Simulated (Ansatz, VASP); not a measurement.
**PbS in VASP and in Ansatz**

```xyz
2
Lattice="4.0879 0.0000 0.0000 -2.0440 3.5403 0.0000 0.0000 0.0000 3.7895" Properties=species:S:1:pos:R:3 pbc="T T T"
Pb    0.0000    0.0000    1.8947
S     2.0440    1.1801    0.0000
```

Change from the starting cell: species swapped into the AgAu type (P-6m2, No. 187).

Alike in both runs: functional PBE; k mesh 18 × 18 × 14; occupations gaussian, width 0.1 eV; no spin polarisation.

Ansatz relaxed the structure, and its values are those at the end. VASP's run is a single point on that final structure, the one shown.

|  | VASP | Ansatz |
| --- | --- | --- |
| version | VASP 6.6.1 | Ansatz 0.2.0 |
| potentials or method | VASP PAW PBE potentials, release 64 (Pb_d, S), cutoff 520 eV | scalar-relativistic, plane waves, PAW |
| valence electrons in the cell | 20 | 20 |

|  | VASP | Ansatz | Ansatz less VASP |
| --- | --- | --- | --- |
| gap on the k mesh at the Fermi level (eV) | none | none | - |
| pressure (GPa) | -0.1 | 0.0 | +0.07 |

A gap of «none» marks a metal or a gap that the smearing closes.

Neither program's run includes spin-orbit coupling.
